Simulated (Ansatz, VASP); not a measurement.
# Sb: VASP beside Ansatz

```
Sb
1.0
     3.16000    0.00000    0.00000
     0.00000    3.16000    0.00000
     0.00000    0.00000    3.12840
Sb
1
Direct
  0.00000 0.00000 0.00000
```

Change from the starting cell: zz strain of -1 %, PAW files.

Alike in both runs: task electric field gradients; functional PBEsol; k mesh 13 × 13 × 13; occupations fermi-dirac, width 0.05 eV; no spin polarisation.

```csv
,VASP,Ansatz
version,VASP 6.6.1,Ansatz 0.2.0
potentials or method,"VASP PAW PBE potentials, release 64 (Sb)","PAW with Ansatz's default frozen-core files, scalar-relativistic"
plane-wave cutoff (eV),400,420
valence electrons in the cell,5,15
```

|  | VASP | Ansatz | Ansatz less VASP |
| --- | --- | --- | --- |
| pressure (GPa) | -4.4 | -4.5 | -0.04 |
| traceless stress, the component that is largest in VASP (GPa) | 0.95 | 0.94 | -0.009 |
| size of Vzz on the site where it differs most (V/Å²) | 4.4 | 3.6 | -0.77 |

VASP's potentials were made for PBE, not for PBEsol. With one functional, cell and mesh, what is left measures potentials, basis and numerics. VASP's potentials hold 5 valence electrons a cell and Ansatz's 15, so a difference there can come from the potentials and not from the codes.

Spin-orbit coupling is off throughout.
